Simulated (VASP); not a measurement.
# PdCl (CsCl type) (Pm-3m) in VASP: notebook

Runs on PdCl (CsCl type). Level: PBE. Tasks: single point.

All numbers are computed with VASP 6.6.1; they aren't measurements. Logs are shortened: lines on timing, memory, paths and dates and some standing lists are left out, and cuts for length are marked.

## 1. The cell of the first run

It takes space group Pm-3m (No. 221, cubic). The conventional cell has a = 2.813 Å, b = 2.813 Å, c = 2.813 Å, α = 90.00°, β = 90.00°, γ = 90.00°. Pd (site symmetry m-3m) has 8 Cl at 2.44 Å and 6 Pd at 2.81 Å within 3.2 Å. Cl (site symmetry m-3m) has 8 Pd at 2.44 Å and 6 Cl at 2.81 Å within 3.2 Å.

## 2. Single point, PBE

File INCAR:

```
PREC = Accurate
ENCUT = 520
EDIFF = 1E-7
ISMEAR = -1
SIGMA = 0.08
LREAL = F
LASPH = T
NELM = 60
ALGO = Normal
ISIF = 2
LWAVE = F
LCHARG = F
GGA = PE
NBANDS = 16
```

File KPOINTS:

```
Automatic mesh
0
Gamma
  15 15 15
```

File POSCAR:

```
PdCl
1.0
    2.8131731804      0.0000000000      0.0000000000
    0.0000000000      2.8131731804      0.0000000000
    0.0000000000      0.0000000000      2.8131731804
Pd Cl
1 1
Direct
    0.0000000000      0.0000000000      0.0000000000
    0.5000000000      0.5000000000      0.5000000000
```

Potentials or basis: VASP PAW PBE potentials, release 64 (Pd, Cl).

Run with:

```
cat potpaw_PBE.64/Pd/POTCAR potpaw_PBE.64/Cl/POTCAR > POTCAR
mpirun -np 1 vasp_std > vasp.out
```

OUTCAR:

```text
PREC = Accurate
   ENCUT = 520
   EDIFF = 1E-7
   ISMEAR = -1
   LREAL = F
   LASPH = T
   NELM = 60
   ISIF = 2
   GGA = PE

 ion  position               nearest neighbor table
   1  0.000  0.000  0.000-   2 2.44   2 2.44   2 2.44   2 2.44   2 2.44   2 2.44   2 2.44   2 2.44

   2  0.500  0.500  0.500-   1 2.44   1 2.44   1 2.44   1 2.44   1 2.44   1 2.44   1 2.44   1 2.44

  LATTYP: Found a simple cubic cell.
 ALAT       =     2.8131731804

  Lattice vectors:

 A1 = (   2.8131731804,   0.0000000000,   0.0000000000)
 A2 = (   0.0000000000,   2.8131731804,   0.0000000000)
 A3 = (   0.0000000000,   0.0000000000,   2.8131731804)

Analysis of symmetry for initial positions (statically):
=====================================================================
 Subroutine PRICEL returns:
 Original cell was already a primitive cell.

 Routine SETGRP: Setting up the symmetry group for a
 simple cubic supercell.

 Subroutine GETGRP returns: Found 48 space group operations
 (whereof 48 operations were pure point group operations)
 out of a pool of 48 trial point group operations.

The static configuration has the point symmetry O_h .

Analysis of symmetry for dynamics (positions and initial velocities):
=====================================================================
 Subroutine PRICEL returns:
 Original cell was already a primitive cell.

 Routine SETGRP: Setting up the symmetry group for a
 simple cubic supercell.

 Subroutine GETGRP returns: Found 48 space group operations
 (whereof 48 operations were pure point group operations)
 out of a pool of 48 trial point group operations.

The dynamic configuration has the point symmetry O_h .

 Subroutine INISYM returns: Found 48 space group operations
 (whereof 48 operations are pure point group operations),
 and found     1 'primitive' translations

----------------------------------------------------------------------------------------

                                     Primitive cell

  volume of cell :      22.2633

  direct lattice vectors                    reciprocal lattice vectors
     2.813173180  0.000000000  0.000000000     0.355470473  0.000000000  0.000000000
     0.000000000  2.813173180  0.000000000     0.000000000  0.355470473  0.000000000
     0.000000000  0.000000000  2.813173180     0.000000000  0.000000000  0.355470473

  length of vectors
     2.813173180  2.813173180  2.813173180     0.355470473  0.355470473  0.355470473

  position of ions in fractional coordinates (direct lattice)
     0.000000000  0.000000000  0.000000000
     0.500000000  0.500000000  0.500000000

  ion indices of the primitive-cell ions
   primitive index   ion index
                 1           1
                 2           2

----------------------------------------------------------------------------------------

 KPOINTS: Automatic mesh

Automatic generation of k-mesh.
 Grid dimensions read from file:
 generate k-points for:   15   15   15

 Generating k-lattice:

  Cartesian coordinates                     Fractional coordinates (reciprocal lattice)
     0.023698032  0.000000000  0.000000000     0.066666667  0.000000000  0.000000000
     0.000000000  0.023698032  0.000000000     0.000000000  0.066666667  0.000000000
     0.000000000  0.000000000  0.023698032     0.000000000  0.000000000  0.066666667

  Length of vectors
     0.023698032  0.023698032  0.023698032

  Shift w.r.t. Gamma in fractional coordinates (k-lattice)
     0.000000000  0.000000000  0.000000000

 Subroutine IBZKPT returns following result:
 ===========================================

 Found    120 irreducible k-points:

 Following reciprocal coordinates:
            Coordinates               Weight
  0.000000  0.000000  0.000000      1.000000
  0.066667  0.000000  0.000000      6.000000
  0.133333  0.000000  0.000000      6.000000
  0.200000  0.000000  0.000000      6.000000
  0.266667  0.000000  0.000000      6.000000
  0.333333  0.000000  0.000000      6.000000
[... 16 lines left out ...]
  0.266667  0.200000  0.000000     24.000000
  0.333333  0.200000  0.000000     24.000000
 [... further k-points ...]
   k-points           NKPTS =    120   k-points in BZ     NKDIM =    120   number of bands    NBANDS=     16
   number of dos      NEDOS =    301   number of ions     NIONS =      2
   total plane-waves  NPLWV =  13824
   dimension x,y,z NGX =    24 NGY =   24 NGZ =   24
   dimension x,y,z NGXF=    48 NGYF=   48 NGZF=   48
   ions per type =               1   1
   NGX,Y,Z   is equivalent  to a cutoff of  14.18, 14.18, 14.18 a.u.
   NGXF,Y,Z  is equivalent  to a cutoff of  28.37, 28.37, 28.37 a.u.
 SYSTEM =  unknown system
   PREC   = accura    normal or accurate (medium, high low for compatibility)
   ISTART =      0    job   : 0-new  1-cont  2-samecut
   ICHARG =      2    charge: 1-file 2-atom 10-const
   ISPIN  =      1    spin polarized calculation?
   LNONCOLLINEAR =      F non collinear calculations
   LSORBIT =      F    spin-orbit coupling
   LASPH  =      T    aspherical Exc in radial PAW
   ENCUT  =  520.0 eV  38.22 Ry    6.18 a.u.   5.23  5.23  5.23*2*pi/ulx,y,z
   NELM   =     60;   NELMIN=  2; NELMDL= -5     # of ELM steps
   EDIFF  = 0.1E-06   stopping-criterion for ELM
   LREAL  =      F    real-space projection
   EDIFFG = 0.1E-05   stopping-criterion for IOM
   NSW    =      0    number of steps for IOM
   IBRION =     -1    ionic relax: 0-MD 1-quasi-New 2-CG
   NFREE  =      0    steps in history (QN), initial steepest desc. (CG)
   ISIF   =      2    stress and relaxation
   ISYM   =      2    0-nonsym 1-usesym 2-fastsym
   POTIM  = 0.5000    time-step for ionic-motion
   TEBEG  =    0.0;   TEEND  =   0.0 temperature during run
   PSTRESS=    0.0 pullay stress
   NELECT =      17.0000    total number of electrons
   NUPDOWN=      -1.0000    fix difference up-down
   EMIN   =  10.00;   EMAX   =-10.00  energy-range for DOS
   EFERMI =   0.00;   METHOD = LEGACY
   ISMEAR =    -1;   SIGMA  =   0.08  broadening in eV -4-tet -1-fermi 0-gaus
   EFERMI_NEDOS =   21; number of points for ismear=-14 and -15
   IALGO  =     38    algorithm
   IMIX   =      4    mixing-type and parameters
     AMIX     =   0.40;   BMIX     =  1.00
     AMIX_MAG =   1.60;   BMIX_MAG =  1.00
  volume/ion in A,a.u.               =      11.13        75.12
  Fermi-wavevector in a.u.,A,eV,Ry     =   1.496332  2.827658 30.463579  2.239010
  Thomas-Fermi vector in A             =   2.608362
   LORBIT       =      0    0 simple, 1 ext, 2 COOP (PROOUT), +10 PAW based schemes
   GGA     = PE    functional components
   LHFCALC =     F    Hartree Fock is set to
   AEXX    =    0.0000 exact exchange contribution
   IVDW    =     0    specifies the selected vdW correction
   LEPSILON=     F    determine dielectric tensor
   LRPA    =     F    only Hartree local field effects (RPA)
 non-spin polarized calculation
  energy-cutoff  :      520.00
  volume of cell :       22.26
 maximum number of plane-waves:       624
 NGX is ok and might be reduce to    24
   NGX = 11   NGY = 11   NGZ = 11

 number of electron      17.0000003 magnetization

 Free energy of the ion-electron system (eV)
  ---------------------------------------------------
  ext. energy  EPLUGINS =         0.00000000
  ---------------------------------------------------
  free energy    TOTEN  =        -4.19902891 eV

  energy without entropy =       -4.17113058  energy(sigma->0) =       -4.18507975

 E-fermi :  14.7025     XC(G=0): -13.9382

 val. band max:       14.6933903810   @ k =   0.3333   0.0667   0.0667
 cond. band min:      14.7123387885   @ k =   0.4667   0.4667   0.4000
 fundamental gap:      0.0189484076
 Fermi energy:        14.7024877897

 k-point     1 :       0.0000    0.0000    0.0000
  band No.  band energies     occupation
      1      -6.1282      2.00000
      2       8.4382      2.00000
      3       8.4382      2.00000
      4      10.0975      2.00000
      5      10.0975      2.00000
      6      10.0975      2.00000
[... 8 lines left out ...]
     15      32.3852      0.00000
     16      34.6722      0.00000

 k-point     2 :       0.0667    0.0000    0.0000
  band No.  band energies     occupation
      1      -6.0681      2.00000
      2       8.1680      2.00000
      3       8.4711      2.00000
      4       9.9191      2.00000
      5       9.9191      2.00000
      6      10.1446      2.00000
[... 8 lines left out ...]
     15      32.2731      0.00000
     16      34.3170      0.00000

 k-point     3 :       0.1333    0.0000    0.0000
  band No.  band energies     occupation
      1      -5.8922      2.00000
      2       7.4032      2.00000
      3       8.5661      2.00000
      4       9.5307      2.00000
      5       9.5307      2.00000
      6      10.3883      2.00000
[... 8 lines left out ...]
     15      31.9670      0.00000
     16      33.4111      0.00000

 k-point     4 :       0.2000    0.0000    0.0000
  band No.  band energies     occupation
      1      -5.6144      2.00000
      2       6.3583      2.00000
      3       8.7117      2.00000
      4       9.1040      2.00000
      5       9.1040      2.00000
      6      10.8655      2.00000
[... 8 lines left out ...]
     15      31.5418      0.00000
     16      32.3382      0.00000
[... 324 lines left out ...]
 k-point    22 :       0.2000    0.2000    0.0000
  band No.  band energies     occupation
      1      -5.1705      2.00000
      2       6.3172      2.00000
      3       6.9397      2.00000
      4       9.0122      2.00000
      5       9.5938      2.00000
      6      11.6110      2.00000
[... 8 lines left out ...]
     15      30.6069      0.00000
     16      32.3990      0.00000

 k-point    23 :       0.2667    0.2000    0.0000
  band No.  band energies     occupation
      1      -4.8713      2.00000
      2       5.5459      2.00000
      3       6.9205      2.00000
      4       8.9025      2.00000
      5       9.6716      2.00000
      6      11.5387      2.00000
[... 8 lines left out ...]
     15      30.4170      0.00000
     16      31.7797      0.00000

 k-point    24 :       0.3333    0.2000    0.0000
  band No.  band energies     occupation
      1      -4.5531      2.00000
      2       4.7251      2.00000
      3       7.0185      2.00000
      4       8.7685      2.00000
      5       9.6682      2.00000
      6      11.5778      2.00000
[... 8 lines left out ...]
     15      30.2695      0.00000
     16      31.7410      0.00000

 [... further k-points ...]
[... 5 lines left out ...]
  --------------------------------------------------------------------------------------
  -------------------------------------------------------------------------------------
  Total       14.2373407     14.2373407     14.2373407     -0.0000000     -0.0000000      0.0000000
  in kB     1024.5898610   1024.5898610   1024.5898610     -0.0000000     -0.0000000      0.0000000
  external PRESSURE =    1024.5898610 kB  Pullay stress =       0.0000000 kB

 VOLUME and BASIS-vectors are now :
 -----------------------------------------------------------------------------
  energy-cutoff  :      520.00
  volume of cell :       22.26
      direct lattice vectors                 reciprocal lattice vectors
     2.813173180  0.000000000  0.000000000     0.355470473  0.000000000  0.000000000
     0.000000000  2.813173180  0.000000000     0.000000000  0.355470473  0.000000000
     0.000000000  0.000000000  2.813173180     0.000000000  0.000000000  0.355470473

 POSITION                                       TOTAL-FORCE (eV/Angst)
 -----------------------------------------------------------------------------------
      0.00000      0.00000      0.00000         0.000000      0.000000      0.000000
      1.40659      1.40659      1.40659         0.000000      0.000000      0.000000
 -----------------------------------------------------------------------------------
    total drift:                                0.000000      0.000000     -0.000000

  FREE ENERGIE OF THE ION-ELECTRON SYSTEM (eV)
  ---------------------------------------------------
  free  energy   TOTEN  =        -4.1990289087 eV

  energy  without entropy=       -4.1711305819  energy(sigma->0) =       -4.18507975
```

Run time: 62 s. Hardware: 1 thread of AMD EPYC 7R13, shared host; peak memory 0.14 GiB.

What came out:

```
Free energy : -4.1990 eV
Pressure    : 102.5 GPa
```

Caveat: an odd number of electrons without spin polarisation forces a metal; a magnetic or distorted state may lie lower.

[end of part 1 of 2]
